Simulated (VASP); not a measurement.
# AlRu (Pm-3m) in VASP: a series of runs

The runs below take AlRu through electric field gradients, with PBE.

Everything below comes from runs of VASP 6.6.1. Logs are shortened: lines on timing, memory, paths and dates and some standing lists are left out, and cuts for length are marked.

### Step 1. The cell of the first run

The structure is cubic, space group Pm-3m (No. 221). Conventional cell: a = 2.992 Å, b = 2.992 Å, c = 2.992 Å, α = 90.00°, β = 90.00°, γ = 90.00°. Al (site symmetry m-3m) has 8 Ru at 2.59 Å and 6 Al at 2.99 Å within 3.4 Å. Within 3.4 Å of Ru (site symmetry m-3m) lie 8 Al at 2.59 Å and 6 Ru at 2.99 Å.

### Step 2. Electric field gradients, PBE

The input, INCAR:

```
  ALGO = Normal
  EDIFF = 1E-8
  ENCUT = 400
  GGA = PE
  GGA_COMPAT = F
  ISIF = 2
  ISMEAR = -1
  LASPH = T
  LCHARG = F
  LEFG = T
  LREAL = F
  LWAVE = F
  NBANDS = 16
  NELM = 120
  PREC = Accurate
  SIGMA = 0.08
```

The input, KPOINTS:

```
k-points
0
Gamma
  4 4 4
```

The input, POSCAR:

```
AlRu
1.0
    2.9916000000      0.0000000000      0.0000000000
    0.0000000000      2.9916000000      0.0000000000
    0.0000000000      0.0000000000      2.9916000000
Al Ru
1 1
Direct
    0.0000000000      0.0000000000      0.0000000000
    0.5000000000      0.5000000000      0.5000000000
```

Potentials or basis: VASP PAW PBE potentials, release 64 (Al, Ru_pv).

Run with:

```
cat potpaw_PBE.64/Al/POTCAR potpaw_PBE.64/Ru_pv/POTCAR > POTCAR
mpirun -np 1 vasp_std > vasp.out
```

OUTCAR:

```text
EDIFF = 1E-8
   ENCUT = 400
   GGA = PE
   ISIF = 2
   ISMEAR = -1
   LASPH = T
   LREAL = F
   NELM = 120
   PREC = Accurate

 ion  position               nearest neighbor table
   1  0.000  0.000  0.000-   2 2.59   2 2.59   2 2.59   2 2.59   2 2.59   2 2.59   2 2.59   2 2.59

   2  0.500  0.500  0.500-   1 2.59   1 2.59   1 2.59   1 2.59   1 2.59   1 2.59   1 2.59   1 2.59

  LATTYP: Found a simple cubic cell.
 ALAT       =     2.9916000000

  Lattice vectors:

 A1 = (   2.9916000000,   0.0000000000,   0.0000000000)
 A2 = (   0.0000000000,   2.9916000000,   0.0000000000)
 A3 = (   0.0000000000,   0.0000000000,   2.9916000000)

Analysis of symmetry for initial positions (statically):
=====================================================================
 Subroutine PRICEL returns:
 Original cell was already a primitive cell.

 Routine SETGRP: Setting up the symmetry group for a
 simple cubic supercell.

 Subroutine GETGRP returns: Found 48 space group operations
 (whereof 48 operations were pure point group operations)
 out of a pool of 48 trial point group operations.

The static configuration has the point symmetry O_h .

Analysis of symmetry for dynamics (positions and initial velocities):
=====================================================================
 Subroutine PRICEL returns:
 Original cell was already a primitive cell.

 Routine SETGRP: Setting up the symmetry group for a
 simple cubic supercell.

 Subroutine GETGRP returns: Found 48 space group operations
 (whereof 48 operations were pure point group operations)
 out of a pool of 48 trial point group operations.

The dynamic configuration has the point symmetry O_h .

 Subroutine INISYM returns: Found 48 space group operations
 (whereof 48 operations are pure point group operations),
 and found     1 'primitive' translations

----------------------------------------------------------------------------------------

                                     Primitive cell

  volume of cell :      26.7738

  direct lattice vectors                    reciprocal lattice vectors
     2.991600000  0.000000000  0.000000000     0.334269287  0.000000000  0.000000000
     0.000000000  2.991600000  0.000000000     0.000000000  0.334269287  0.000000000
     0.000000000  0.000000000  2.991600000     0.000000000  0.000000000  0.334269287

  length of vectors
     2.991600000  2.991600000  2.991600000     0.334269287  0.334269287  0.334269287

  position of ions in fractional coordinates (direct lattice)
     0.000000000  0.000000000  0.000000000
     0.500000000  0.500000000  0.500000000

  ion indices of the primitive-cell ions
   primitive index   ion index
                 1           1
                 2           2

----------------------------------------------------------------------------------------

 KPOINTS: k-points

Automatic generation of k-mesh.
 Grid dimensions read from file:
 generate k-points for:    4    4    4

 Generating k-lattice:

  Cartesian coordinates                     Fractional coordinates (reciprocal lattice)
     0.083567322  0.000000000  0.000000000     0.250000000  0.000000000  0.000000000
     0.000000000  0.083567322  0.000000000     0.000000000  0.250000000  0.000000000
     0.000000000  0.000000000  0.083567322     0.000000000  0.000000000  0.250000000

  Length of vectors
     0.083567322  0.083567322  0.083567322

  Shift w.r.t. Gamma in fractional coordinates (k-lattice)
     0.000000000  0.000000000  0.000000000

 Subroutine IBZKPT returns following result:
 ===========================================

 Found     10 irreducible k-points:

 Following reciprocal coordinates:
            Coordinates               Weight
  0.000000  0.000000  0.000000      1.000000
  0.250000  0.000000  0.000000      6.000000
  0.500000  0.000000  0.000000      3.000000
  0.250000  0.250000  0.000000     12.000000
  0.500000  0.250000  0.000000     12.000000
  0.500000  0.500000  0.000000      3.000000
  0.250000  0.250000  0.250000      8.000000
  0.500000  0.250000  0.250000     12.000000
  0.500000  0.500000  0.250000      6.000000
  0.500000  0.500000  0.500000      1.000000
   k-points           NKPTS =     10   k-points in BZ     NKDIM =     10   number of bands    NBANDS=     16
   number of dos      NEDOS =    301   number of ions     NIONS =      2
   total plane-waves  NPLWV =   8000
   dimension x,y,z NGX =    20 NGY =   20 NGZ =   20
   dimension x,y,z NGXF=    40 NGYF=   40 NGZF=   40
   ions per type =               1   1
   NGX,Y,Z   is equivalent  to a cutoff of  11.11, 11.11, 11.11 a.u.
   NGXF,Y,Z  is equivalent  to a cutoff of  22.23, 22.23, 22.23 a.u.
 SYSTEM =  unknown system
   PREC   = accura    normal or accurate (medium, high low for compatibility)
   ISTART =      0    job   : 0-new  1-cont  2-samecut
   ICHARG =      2    charge: 1-file 2-atom 10-const
   ISPIN  =      1    spin polarized calculation?
   LNONCOLLINEAR =      F non collinear calculations
   LSORBIT =      F    spin-orbit coupling
   LASPH  =      T    aspherical Exc in radial PAW
   ENCUT  =  400.0 eV  29.40 Ry    5.42 a.u.   4.88  4.88  4.88*2*pi/ulx,y,z
   NELM   =    120;   NELMIN=  2; NELMDL= -5     # of ELM steps
   EDIFF  = 0.1E-07   stopping-criterion for ELM
   LREAL  =      F    real-space projection
   EDIFFG = 0.1E-06   stopping-criterion for IOM
   NSW    =      0    number of steps for IOM
   IBRION =     -1    ionic relax: 0-MD 1-quasi-New 2-CG
   NFREE  =      0    steps in history (QN), initial steepest desc. (CG)
   ISIF   =      2    stress and relaxation
   ISYM   =      2    0-nonsym 1-usesym 2-fastsym
   POTIM  = 0.5000    time-step for ionic-motion
   TEBEG  =    0.0;   TEEND  =   0.0 temperature during run
   PSTRESS=    0.0 pullay stress
   NELECT =      17.0000    total number of electrons
   NUPDOWN=      -1.0000    fix difference up-down
   EMIN   =  10.00;   EMAX   =-10.00  energy-range for DOS
   EFERMI =   0.00;   METHOD = LEGACY
   ISMEAR =    -1;   SIGMA  =   0.08  broadening in eV -4-tet -1-fermi 0-gaus
   EFERMI_NEDOS =   21; number of points for ismear=-14 and -15
   IALGO  =     38    algorithm
   IMIX   =      4    mixing-type and parameters
     AMIX     =   0.40;   BMIX     =  1.00
     AMIX_MAG =   1.60;   BMIX_MAG =  1.00
  volume/ion in A,a.u.               =      13.39        90.34
  Fermi-wavevector in a.u.,A,eV,Ry     =   1.407087  2.659009 26.938090  1.979894
  Thomas-Fermi vector in A             =   2.529382
   LORBIT       =      0    0 simple, 1 ext, 2 COOP (PROOUT), +10 PAW based schemes
   GGA     = PE    functional components
   LHFCALC =     F    Hartree Fock is set to
   AEXX    =    0.0000 exact exchange contribution
   IVDW    =     0    specifies the selected vdW correction
   LEPSILON=     F    determine dielectric tensor
   LRPA    =     F    only Hartree local field effects (RPA)
 non-spin polarized calculation
  energy-cutoff  :      400.00
  volume of cell :       26.77
 maximum number of plane-waves:       500
 NGX is ok and might be reduce to    20
   NGX =  9   NGY =  9   NGZ =  9

 number of electron      16.9999981 magnetization

 Free energy of the ion-electron system (eV)
  ---------------------------------------------------
  ext. energy  EPLUGINS =         0.00000000
  ---------------------------------------------------
  free energy    TOTEN  =       -14.52445453 eV

  energy without entropy =      -14.50568358  energy(sigma->0) =      -14.51506905

 E-fermi :  11.1055     XC(G=0): -12.5614

 val. band max:       11.0746821961   @ k =   0.2500   0.0000   0.0000
 cond. band min:      11.2041452011   @ k =   0.5000   0.0000   0.0000
 fundamental gap:      0.1294630050
 Fermi energy:        11.1055013471

 k-point     1 :       0.0000    0.0000    0.0000
  band No.  band energies     occupation
      1     -30.9798      2.00000
      2     -30.9798      2.00000
      3     -30.9798      2.00000
      4       1.0380      2.00000
      5       7.1857      2.00000
      6       7.1857      2.00000
[... 8 lines left out ...]
     15      22.9491      0.00000
     16      25.8221      0.00000

 k-point     2 :       0.2500    0.0000    0.0000
  band No.  band energies     occupation
      1     -31.0861      2.00000
      2     -30.9713      2.00000
      3     -30.9713      2.00000
      4       2.1902      2.00000
      5       7.2643      2.00000
      6       7.5586      2.00000
[... 8 lines left out ...]
     15      23.5161      0.00000
     16      27.1954      0.00000

 k-point     3 :       0.5000    0.0000    0.0000
  band No.  band energies     occupation
      1     -31.1899      2.00000
      2     -30.9624      2.00000
      3     -30.9624      2.00000
      4       4.8877      2.00000
      5       5.2231      2.00000
      6       7.9930      2.00000
[... 8 lines left out ...]
     15      23.4539      0.00000
     16      23.4539      0.00000

 k-point     4 :       0.2500    0.2500    0.0000
  band No.  band energies     occupation
      1     -31.0772      2.00000
      2     -31.0724      2.00000
      3     -30.9623      2.00000
      4       3.1935      2.00000
      5       7.3283      2.00000
      6       8.0189      2.00000
[... 8 lines left out ...]
     15      24.4918      0.00000
     16      26.1850      0.00000

 k-point     5 :       0.5000    0.2500    0.0000
  band No.  band energies     occupation
      1     -31.1763      2.00000
      2     -31.0630      2.00000
      3     -30.9531      2.00000
      4       4.9863      2.00000
      5       6.0751      2.00000
      6       8.5959      2.00000
[... 8 lines left out ...]
     15      22.9500      0.00000
     16      24.4196      0.00000

 k-point     6 :       0.5000    0.5000    0.0000
  band No.  band energies     occupation
      1     -31.1636      2.00000
      2     -31.1636      2.00000
      3     -30.9443      2.00000
      4       4.6902      2.00000
      5       7.6881      2.00000
      6       9.3470      2.00000
[... 8 lines left out ...]
     15      25.1953      0.00000
     16      25.1953      0.00000

 k-point     7 :       0.2500    0.2500    0.2500
  band No.  band energies     occupation
      1     -31.0682      2.00000
      2     -31.0620      2.00000
      3     -31.0620      2.00000
      4       4.0205      2.00000
      5       7.8002      2.00000
      6       7.8002      2.00000
[... 8 lines left out ...]
     15      23.0340      0.00000
     16      23.0340      0.00000

 k-point     8 :       0.5000    0.2500    0.2500
  band No.  band energies     occupation
      1     -31.1643      2.00000
      2     -31.0548      2.00000
      3     -31.0515      2.00000
      4       5.2564      2.00000
      5       6.8375      2.00000
      6       7.3602      2.00000
[... 8 lines left out ...]
     15      22.9501      0.00000
     16      23.9446      0.00000

 k-point     9 :       0.5000    0.5000    0.2500
  band No.  band energies     occupation
      1     -31.1520      2.00000
      2     -31.1520      2.00000
      3     -31.0430      2.00000
      4       5.2997      2.00000
      5       7.0294      2.00000
      6       7.0294      2.00000
[... 8 lines left out ...]
     15      21.9430      0.00000
     16      22.9485      0.00000

 k-point    10 :       0.5000    0.5000    0.5000
  band No.  band energies     occupation
      1     -31.1402      2.00000
      2     -31.1402      2.00000
      3     -31.1402      2.00000
      4       6.1072      2.00000
      5       6.1072      2.00000
      6       6.1072      2.00000
[... 8 lines left out ...]
     15      19.2756      0.00000
     16      22.6456      0.00000

------------------------ aborting loop because EDIFF is reached ----------------------------------------

  FORCE on cell =-STRESS in cart. coord.  units (eV):
  Direction    XX          YY          ZZ          XY          YZ          ZX
  --------------------------------------------------------------------------------------
  -------------------------------------------------------------------------------------
  Total       -0.0244625     -0.0244625     -0.0244625     -0.0000000      0.0000000      0.0000000
  in kB       -1.4638623     -1.4638623     -1.4638623     -0.0000000      0.0000000      0.0000000
  external PRESSURE =      -1.4638623 kB  Pullay stress =       0.0000000 kB

 VOLUME and BASIS-vectors are now :
 -----------------------------------------------------------------------------
  energy-cutoff  :      400.00
  volume of cell :       26.77
      direct lattice vectors                 reciprocal lattice vectors
     2.991600000  0.000000000  0.000000000     0.334269287  0.000000000  0.000000000
     0.000000000  2.991600000  0.000000000     0.000000000  0.334269287  0.000000000
     0.000000000  0.000000000  2.991600000     0.000000000  0.000000000  0.334269287

 POSITION                                       TOTAL-FORCE (eV/Angst)
 -----------------------------------------------------------------------------------
      0.00000      0.00000      0.00000         0.000000      0.000000      0.000000
      1.49580      1.49580      1.49580         0.000000      0.000000      0.000000
 -----------------------------------------------------------------------------------
    total drift:                               -0.000000      0.000000      0.000000

  FREE ENERGIE OF THE ION-ELECTRON SYSTEM (eV)
  ---------------------------------------------------
  free  energy   TOTEN  =       -14.5244545321 eV

  energy  without entropy=      -14.5056835769  energy(sigma->0) =      -14.51506905

 Electric field gradients (V/A^2)
---------------------------------------------------------------------
 ion       V_xx      V_yy      V_zz      V_xy      V_xz      V_yz
---------------------------------------------------------------------
   1      -0.000     0.000    -0.000     0.000     0.000     0.000
   2      -0.000     0.000     0.000     0.000    -0.000    -0.000
---------------------------------------------------------------------

 Electric field gradients after diagonalization (V/A^2)
 (convention: |V_zz| > |V_xx| > |V_yy|)
----------------------------------------------------------------------
 ion       V_xx      V_yy      V_zz     asymmetry (V_yy - V_xx)/ V_zz
----------------------------------------------------------------------
   1      -0.000    -0.000     0.000       0.426
   2      -0.000     0.000     0.000       0.524
----------------------------------------------------------------------

           NMR quadrupolar parameters

 Cq : quadrupolar parameter    Cq=e*Q*V_zz/h
 eta: asymmetry parameters     (V_yy - V_xx)/ V_zz
 Q  : nuclear electric quadrupole moment in mb (millibarn)
----------------------------------------------------------------------
 ion       Cq(MHz)       eta       Q (mb)
----------------------------------------------------------------------
   1       0.000       0.426       1.000
   2       0.000       0.524       1.000
----------------------------------------------------------------------
```

Wall time 13 s (1 thread of AMD EPYC, shared host); peak memory 0.09 GiB.

Results:

```yaml
Free_energy: -14.5245 eV
Pressure: -0.1 GPa
Band_gap_on_the_k_mesh: zero (an odd number of electrons rules out a gap without spin polarisation)
Largest_electric_field_gradient_by_atom: under 0.05 V/Å² on every atom
```

Levels at points of the mesh, in eV from the Fermi level:
```csv
k point,band 7,band 8,band 9,band 10,band 11,band 12
"(0.00, 0.00, 0.00)",-0.16,-0.16,-0.16,5.68,5.68,5.68
"(0.50, 0.00, 0.00)",-1.95,-1.95,0.10,1.95,7.05,10.65
"(0.50, 0.50, 0.00)",-1.76,-1.51,-1.51,1.20,4.95,5.87
"(0.50, 0.50, 0.50)",1.30,1.30,2.17,3.76,3.76,3.76
```

Caveat: the k points lie up to 0.53 Å⁻¹ apart, too coarse for converged energies and pressures of a metal.

[end of part 1 of 2]

The gap in the log of VASP goes by the Fermi energy; the results here count the filled bands.